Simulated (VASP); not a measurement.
# TaTi3 (Pm-3m) in VASP: a series of runs, part 2 of 2

VASP 6.6.1. The steps go on from the part before.

## (3) Single point, LDA

File INCAR:

```
SYSTEM = TaTi3
  PREC = Accurate
  ENCUT = 520
  EDIFF = 1E-7
  ISMEAR = -1
  SIGMA = 0.15
  LREAL = .False.
  LASPH = .True.
  NELM = 100
  ALGO = Normal
  ISIF = 2
  LWAVE = .False.
  LCHARG = .False.
  NBANDS = 32
```

File KPOINTS:

```
Automatic mesh
0
Gamma
  6 6 6
  0 0 0
```

File POSCAR:

```
TaTi3
1.0
    4.1330540000      0.0000000000      0.0000000000
    0.0000000000      4.1330540000      0.0000000000
    0.0000000000      0.0000000000      4.1330540000
Ti Ta
3 1
Direct
    0.0000000000      0.5000000000      0.5000000000
    0.5000000000      0.0000000000      0.5000000000
    0.5000000000      0.5000000000      0.0000000000
    0.0000000000      0.0000000000      0.0000000000
```

Potentials or basis: VASP PAW LDA potentials, release 64 (Ti_sv, Ta_pv).

Run with:

```bash
cat potpaw_LDA.64/Ti_sv/POTCAR potpaw_LDA.64/Ta_pv/POTCAR > POTCAR
mpirun -np 1 vasp_std > vasp.out
```

OUTCAR:

```text
SYSTEM = TaTi3
   PREC = Accurate
   ENCUT = 520
   EDIFF = 1E-7
   ISMEAR = -1
   LREAL = .False.
   LASPH = .True.
   NELM = 100
   ISIF = 2

 ion  position               nearest neighbor table
   1  0.000  0.500  0.500-   4 2.92   4 2.92   4 2.92   4 2.92
   2  0.500  0.000  0.500-   4 2.92   4 2.92   4 2.92   4 2.92
   3  0.500  0.500  0.000-   4 2.92   4 2.92   4 2.92   4 2.92
   4  0.000  0.000  0.000-   1 2.92   2 2.92   3 2.92   1 2.92   2 2.92   1 2.92   3 2.92   1 2.92
                             2 2.92   3 2.92   2 2.92   3 2.92

  LATTYP: Found a simple cubic cell.
 ALAT       =     4.1330540000

  Lattice vectors:

 A1 = (   4.1330540000,   0.0000000000,   0.0000000000)
 A2 = (   0.0000000000,   4.1330540000,   0.0000000000)
 A3 = (   0.0000000000,   0.0000000000,   4.1330540000)

Analysis of symmetry for initial positions (statically):
=====================================================================
 Subroutine PRICEL returns:
 Original cell was already a primitive cell.

 Routine SETGRP: Setting up the symmetry group for a
 simple cubic supercell.

 Subroutine GETGRP returns: Found 48 space group operations
 (whereof 48 operations were pure point group operations)
 out of a pool of 48 trial point group operations.

The static configuration has the point symmetry O_h .

Analysis of symmetry for dynamics (positions and initial velocities):
=====================================================================
 Subroutine PRICEL returns:
 Original cell was already a primitive cell.

 Routine SETGRP: Setting up the symmetry group for a
 simple cubic supercell.

[... 114 lines left out ...]
   NELECT =      47.0000    total number of electrons
   NUPDOWN=      -1.0000    fix difference up-down
   EMIN   =  10.00;   EMAX   =-10.00  energy-range for DOS
   EFERMI =   0.00;   METHOD = LEGACY
   ISMEAR =    -1;   SIGMA  =   0.15  broadening in eV -4-tet -1-fermi 0-gaus
   EFERMI_NEDOS =   21; number of points for ismear=-14 and -15
   IALGO  =     38    algorithm
   IMIX   =      4    mixing-type and parameters
     AMIX     =   0.40;   BMIX     =  1.00
     AMIX_MAG =   1.60;   BMIX_MAG =  1.00
  volume/ion in A,a.u.               =      17.65       119.11
  Fermi-wavevector in a.u.,A,eV,Ry     =   1.429452  2.701273 27.801250  2.043334
  Thomas-Fermi vector in A             =   2.549404
   LORBIT       =      0    0 simple, 1 ext, 2 COOP (PROOUT), +10 PAW based schemes
   GGA     = CA    functional components
   LHFCALC =     F    Hartree Fock is set to
   AEXX    =    0.0000 exact exchange contribution
   IVDW    =     0    specifies the selected vdW correction
   LEPSILON=     F    determine dielectric tensor
   LRPA    =     F    only Hartree local field effects (RPA)
 non-spin polarized calculation
  energy-cutoff  :      520.00
  volume of cell :       70.60
 maximum number of plane-waves:      1935
 NGX is ok and might be reduce to    32
   NGX = 15   NGY = 15   NGZ = 15

 number of electron      47.0000007 magnetization

 Free energy of the ion-electron system (eV)
  ---------------------------------------------------
  ext. energy  EPLUGINS =         0.00000000
  ---------------------------------------------------
  free energy    TOTEN  =       -38.19155843 eV

  energy without entropy =      -37.71617582  energy(sigma->0) =      -37.95386712

 E-fermi :   7.3512     XC(G=0): -12.0228

 val. band max:        7.3468162051   @ k =   0.3333   0.3333   0.1667
 cond. band min:       7.4529533390   @ k =   0.3333   0.3333   0.0000
 fundamental gap:      0.1061371340
 Fermi energy:         7.3511664979

 k-point     1 :       0.0000    0.0000    0.0000
  band No.  band energies     occupation
      1     -48.6616      2.00000
      2     -48.5407      2.00000
      3     -48.5407      2.00000
      4     -26.5426      2.00000
      5     -26.5426      2.00000
      6     -26.5426      2.00000
[... 689 lines left out ...]
     31       8.1574      0.00922
     32      10.8092      0.00000

------------------------ aborting loop because EDIFF is reached ----------------------------------------

  FORCE on cell =-STRESS in cart. coord.  units (eV):
  Direction    XX          YY          ZZ          XY          YZ          ZX
  --------------------------------------------------------------------------------------
  -------------------------------------------------------------------------------------
  Total       -3.9111274     -3.9111274     -3.9111274     -0.0000000     -0.0000000      0.0000000
  in kB      -88.7563236    -88.7563236    -88.7563236     -0.0000000     -0.0000000      0.0000000
  external PRESSURE =     -88.7563236 kB  Pullay stress =       0.0000000 kB

 VOLUME and BASIS-vectors are now :
 -----------------------------------------------------------------------------
  energy-cutoff  :      520.00
  volume of cell :       70.60
      direct lattice vectors                 reciprocal lattice vectors
     4.133054000  0.000000000  0.000000000     0.241951835  0.000000000  0.000000000
     0.000000000  4.133054000  0.000000000     0.000000000  0.241951835  0.000000000
     0.000000000  0.000000000  4.133054000     0.000000000  0.000000000  0.241951835

 POSITION                                       TOTAL-FORCE (eV/Angst)
 -----------------------------------------------------------------------------------
      0.00000      2.06653      2.06653         0.000000      0.000000      0.000000
      2.06653      0.00000      2.06653         0.000000      0.000000      0.000000
      2.06653      2.06653      0.00000         0.000000      0.000000      0.000000
      0.00000      0.00000      0.00000         0.000000      0.000000      0.000000
 -----------------------------------------------------------------------------------
    total drift:                                0.000000     -0.000000     -0.000000

  FREE ENERGIE OF THE ION-ELECTRON SYSTEM (eV)
  ---------------------------------------------------
  free  energy   TOTEN  =       -38.1915584260 eV

  energy  without entropy=      -37.7161758181  energy(sigma->0) =      -37.95386712
```

stdout:

```text
POSCAR found type information on POSCAR TiTa
 POSCAR found :  2 types and       4 ions
 scaLAPACK will be used
 LDA part: xc-table for (Slater(with rela. corr.)+CA(PZ))
 , standard interpolation
 POSCAR, INCAR and KPOINTS ok, starting setup
 FFT: planning ... GRIDC
 FFT: planning ... GRID_SOFT
 FFT: planning ... GRID
 WAVECAR not read
 entering main loop
```

It took 23 s on 1 thread of Intel Xeon Platinum 8488C (Sapphire Rapids), shared host; peak memory 0.17 GiB.

What came out:

```
Free energy : -38.1916 eV
Pressure    : -8.9 GPa
```

Levels at points of the mesh, in eV from the Fermi level:
```
           k point  band 19  band 20  band 21  band 22  band 23  band 24  band 25  band 26  band 27  band 28
(0.00, 0.00, 0.00)    -2.69    -2.17    -2.17    -2.17     0.75     0.75     0.75     2.51     2.51     2.94
(0.50, 0.00, 0.00)    -1.52    -1.16    -0.81    -0.81    -0.64    -0.37    -0.37     1.00     1.04     1.91
(0.50, 0.50, 0.00)    -2.04    -0.78    -0.78    -0.58    -0.41    -0.28    -0.24    -0.11    -0.11     1.55
(0.50, 0.50, 0.50)    -3.10     0.46     0.46     0.62     0.62     0.62     0.63     0.65     0.65     0.65
```

Caveat: spin-orbit coupling is left out, which moves the levels of the heavy elements.
